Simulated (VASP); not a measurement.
Write the native input for VASP 6.6.1 that does the following.

```yaml
Task: single point
Functional: LDA
Potentials_or_basis: VASP PAW LDA potentials, release 64 (Li_sv, Cl, O)
Cutoff: 520 eV
k_mesh: 6 × 6 × 6
Occupations: gaussian, width 0.05 eV
Spin: no spin polarisation
Dipole_correction: no
Further_INCAR_settings: ALGO = Normal; EDIFF = 1e-07; NBANDS = 19
```

The structure of Li3ClO lies in POSCAR:

```
Li3ClO
1.0
    3.8452882813      0.0000000000      0.0000000000
    0.0000000000      3.8452882813      0.0000000000
    0.0000000000      0.0000000000      4.0375526953
Li Cl O
3 1 1
Direct
    0.0000000000      0.5000000000      0.5000000000
    0.5000000000      0.0000000000      0.5000000000
    0.5000000000      0.5000000000      0.0000000000
    0.0000000000      0.0000000000      0.0000000000
    0.5000000000      0.5000000000      0.5000000000
```

This cell differs from its parent crystal: ratio of the length along z to the lengths across it x 1.05, volume and fractional coordinates fixed.

One way to write it, as run:

INCAR

```
SYSTEM = Li3ClO
PREC = Accurate
ENCUT = 520
EDIFF = 1E-7
ISMEAR = 0
SIGMA = 0.05
LREAL = .False.
LASPH = .True.
NELM = 100
ALGO = Normal
ISIF = 2
LWAVE = .False.
LCHARG = .True.
LELF = .True.
LVHAR = .True.
NBANDS = 19
```

KPOINTS

```
regular mesh
0
Gamma
  6 6 6
  0 0 0
```

Potentials or basis: VASP PAW LDA potentials, release 64 (Li_sv, Cl, O).

Command:

```bash
$ cat potpaw_LDA.64/Li_sv/POTCAR potpaw_LDA.64/Cl/POTCAR potpaw_LDA.64/O/POTCAR > POTCAR
$ mpirun -np 1 vasp_std > vasp.out
```

Results of the run:

The band gap on the k mesh is 4.39 eV (least direct gap 4.44 eV).

It took 33 s on 1 thread of Intel(R) Xeon(R) Platinum 8488C (Sapphire Rapids) (shared host), peak memory 0.17 GiB.
